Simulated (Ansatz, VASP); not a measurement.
# One calculation of PbF2, two programs

```
CELL_PARAMETERS angstrom
0.00000 2.98329 2.98329
2.98329 0.00000 2.98329
2.98329 2.98329 0.00000
ATOMIC_POSITIONS crystal
Pb 0.00000 0.00000 0.00000
F 0.75000 0.75000 0.75000
F 0.25000 0.25000 0.25000
```

Alike in both runs: task single point; functional LDA; k mesh 8 × 8 × 8; occupations fermi-dirac, width 0.05 eV; no spin polarisation.

|  | VASP | Ansatz |
| --- | --- | --- |
| version | VASP 6.6.1 | Ansatz 0.2.0 |
| potentials or method | VASP PAW LDA potentials, release 64 (Pb_d, F) | Ansatz PAW |
| plane-wave cutoff (eV) | 600 | 420 |
| valence electrons in the cell | 28 | 28 |

Ansatz gave:

- gap on the k mesh at the Fermi level (eV): 4.26
- least direct gap on the mesh (eV): 4.42
- pressure (GPa): -5.8

Question: Estimate VASP's values.

Answer: gap on the k mesh at the Fermi level (eV): 4.22; least direct gap on the mesh (eV): 4.38; pressure (GPa): -5.8.

LDA's correlation is that of Perdew and Zunger in VASP and of Perdew and Wang (1992) in Ansatz.

Neither program's run includes spin-orbit coupling.
